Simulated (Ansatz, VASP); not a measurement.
## P: VASP beside Ansatz

```
CELL_PARAMETERS angstrom
3.16059 0.00000 0.00000
0.00000 33.54989 0.00000
0.00000 0.00000 4.63208
ATOMIC_POSITIONS crystal
P 0.00000 0.97026 0.59215
P 0.00000 0.02974 0.40785
P 0.50000 0.02974 0.09215
P 0.50000 0.97026 0.90785
```

Change from the starting cell: strain -0.0375 x Voigt [1, 1, 0, 0, 0, 0], atoms carried along.

Alike in both runs: task single point; functional PBE; k mesh 8 × 1 × 6; occupations gaussian, width 0.05 eV; no spin polarisation.

|  | VASP | Ansatz |
| --- | --- | --- |
| version | VASP 6.6.1 | Ansatz 0.2.0 |
| potentials or method | VASP PAW PBE potentials, release 64 (P), cutoff 520 eV | scalar-relativistic, plane waves, PAW |
| valence electrons in the cell | 20 | 20 |

Ansatz gave:

- gap on the k mesh at the Fermi level (eV): 1.05
- least direct gap on the mesh (eV): 1.09
- rms of the force components (eV/Å): 0.598

Problem. Estimate VASP's values.

Solution. gap on the k mesh at the Fermi level (eV): 1.07; least direct gap on the mesh (eV): 1.10; rms of the force components (eV/Å): 0.565.

Atom by atom the forces differ by 0.035 eV/Å (rms over components).
